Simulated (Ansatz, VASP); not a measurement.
MgO: VASP beside Ansatz

The input INCAR:

```
SYSTEM = MgO
  PREC = Accurate
  ENCUT = 520
  EDIFF = 1E-7
  ISMEAR = 0
  SIGMA = 0.05
  LREAL = .FALSE.
  LASPH = .TRUE.
  NELM = 100
  ALGO = Normal
  ISIF = 2
  LWAVE = .FALSE.
  LCHARG = .FALSE.
  GGA = PS
  NBANDS = 16
```

KPOINTS

```
regular mesh
0
G
  9 9 6
  0 0 0
```

POSCAR

```
MgO
1.0
    3.3034678116      0.0000000000      0.0000000000
   -1.6517339058      2.8608870454      0.0000000000
    0.0000000000      0.0000000000      5.0193879762
Mg O
2 2
Direct
    0.3333333333      0.6666666667      0.0272667940
    0.6666666667      0.3333333333      0.5272667940
    0.3333333333      0.6666666667      0.4009416620
    0.6666666667      0.3333333333      0.9009416620
```

Input for Ansatz:

```yaml
crystal:
  lattice:
    - [3.3034678116, 0.0, 0.0]
    - [-1.6517339058, 2.8608870454, 0.0]
    - [0.0, 0.0, 5.0193879762]
  atoms:
    - { symbol: Mg, position: [0.3333333333, 0.6666666667, 0.027266794] }
    - { symbol: Mg, position: [0.6666666667, 0.3333333333, 0.527266794] }
    - { symbol: O, position: [0.3333333333, 0.6666666667, 0.400941662] }
    - { symbol: O, position: [0.6666666667, 0.3333333333, 0.900941662] }
basis:
  ecutwfc: 520.0
kpoints:
  mp_grid: { grid: [9, 9, 6] }
hamiltonian:
  xc: pbesol
  pseudopotentials: { kind: paw, azcp: { folder: soft_1 } }
scf:
  occupations: { method: gaussian, width: 0.05 }
output:
  forces: true
  stress: true
  eigenvalues: true
```

Alike in both runs: task single point; functional PBEsol; k mesh 9 × 9 × 6; occupations gaussian, width 0.05 eV; no spin polarisation.

|  | VASP | Ansatz |
| --- | --- | --- |
| version | VASP 6.6.1 | Ansatz 0.2.0 |
| potentials or method | VASP PAW PBE potentials, release 64 (Mg, O), cutoff 520 eV | scalar-relativistic, plane waves, PAW |
| valence electrons in the cell | 16 | 32 |

```csv
,VASP,Ansatz,Ansatz less VASP
gap on the k mesh at the Fermi level (eV),3.51,3.52,+0.002
least direct gap on the mesh (eV),3.51,3.52,+0.002
pressure (GPa),1.5,1.8,+0.24
"traceless stress, the component that is largest in VASP (GPa)",10.18,9.95,-0.230
rms of the force components (eV/Å),0.673,0.661,-0.0121
```

VASP's potentials were made for PBE, not for PBEsol, and Ansatz warns of the same on its side. Atom by atom the forces differ by 0.012 eV/Å (rms over components). VASP's potentials hold 16 valence electrons a cell and Ansatz's 32, so a difference there can come from the potentials and not from the codes.
